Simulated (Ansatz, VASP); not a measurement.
Ta in VASP and in Ansatz

```
CELL_PARAMETERS angstrom
-1.65939 1.65939 1.65939
1.65939 -1.65939 1.65939
3.31879 3.31879 0.00000
ATOMIC_POSITIONS crystal
Ta 0.97288 0.97288 0.00000
Ta 0.52712 0.52712 0.50000
```

Change from the starting cell: mode 6 (144.7 1/cm) frozen in, largest displacement +0.090 Å.

Alike in both runs: task single point; functional PBE; k mesh 22 × 22 × 14; occupations gaussian, width 0.15 eV; no spin polarisation.

|  | VASP | Ansatz |
| --- | --- | --- |
| version | VASP 6.6.1 | Ansatz 0.2.0 |
| potentials or method | VASP PAW PBE potentials, release 64 (Ta_pv), cutoff 520 eV | scalar-relativistic, plane waves, PAW |
| valence electrons in the cell | 22 | 26 |

|  | VASP | Ansatz | Ansatz less VASP |
| --- | --- | --- | --- |
| gap on the k mesh at the Fermi level (eV) | none | none | - |
| pressure (GPa) | 0.9 | 0.8 | -0.14 |
| traceless stress, the component that is largest in VASP (GPa) | 1.05 | 1.03 | -0.012 |
| rms of the force components (eV/Å) | 0.659 | 0.659 | +0.0005 |

Atom by atom the forces differ by 0.000 eV/Å (rms over components). A gap of «none» marks a metal or a gap that the smearing closes. VASP's potentials hold 22 valence electrons a cell and Ansatz's 26, so a difference there can come from the potentials and not from the codes.

Neither program's run includes spin-orbit coupling.
